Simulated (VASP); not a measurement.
**MgO: single point with r2SCAN**

Crystal: MgO.

```xyz
2
Lattice="-0.4627 1.9306 1.9306 1.9306 -0.4627 1.9306 1.9306 1.9306 -0.4627" Properties=species:S:1:pos:R:3 pbc="T T T"
Mg    0.0000    0.0000    0.0000
O     1.6993    1.6993    1.6993
```

This cell differs from its parent crystal: ratio of the length along [111] to the lengths across it x 0.71, volume and fractional coordinates fixed.

```json
{"Program": "VASP 6.6.1", "Task": "single point", "Functional": "r2SCAN", "Potentials or basis": "VASP PAW PBE potentials, release 64 (Mg_sv, O)", "Cutoff": "920 eV", "k mesh": "10 × 10 × 10", "Occupations": "gaussian, width 0.05 eV", "Spin": "no spin polarisation"}
```

The pressure is -6.7 GPa and the band gap on the k mesh is 3.50 eV.

Stress tensor (GPa, compression positive):
```
-6.75 15.24 15.24
15.24 -6.75 15.24
15.24 15.24 -6.75
```

Levels at points of the mesh, in eV from the valence-band top:
| k point | band 5 | band 6 | band 7 | band 8 | band 9 | band 10 | band 11 | band 12 |
| --- | --- | --- | --- | --- | --- | --- | --- | --- |
| (0.00, 0.00, 0.00) | -18.88 | -1.22 | -1.22 | 0.00 | 3.50 | 12.74 | 12.74 | 18.83 |
| (0.50, 0.00, 0.00) | -17.82 | -5.72 | -1.30 | -0.32 | 7.62 | 10.69 | 16.16 | 17.69 |
| (0.50, 0.50, 0.00) | -17.29 | -4.71 | -3.39 | -0.67 | 6.95 | 12.02 | 12.17 | 15.74 |
| (0.50, 0.50, 0.50) | -16.83 | -4.20 | -2.66 | -2.66 | 6.28 | 11.60 | 11.60 | 15.72 |

It took 4 min on 1 thread of AMD EPYC 7R43 64-Core Processor (Zen 3), with other jobs on the host, peak memory 0.18 GiB.

Caveat: the cell stands under tension; the PAW data sets were made with another functional, which shifts forces and pressure a little.
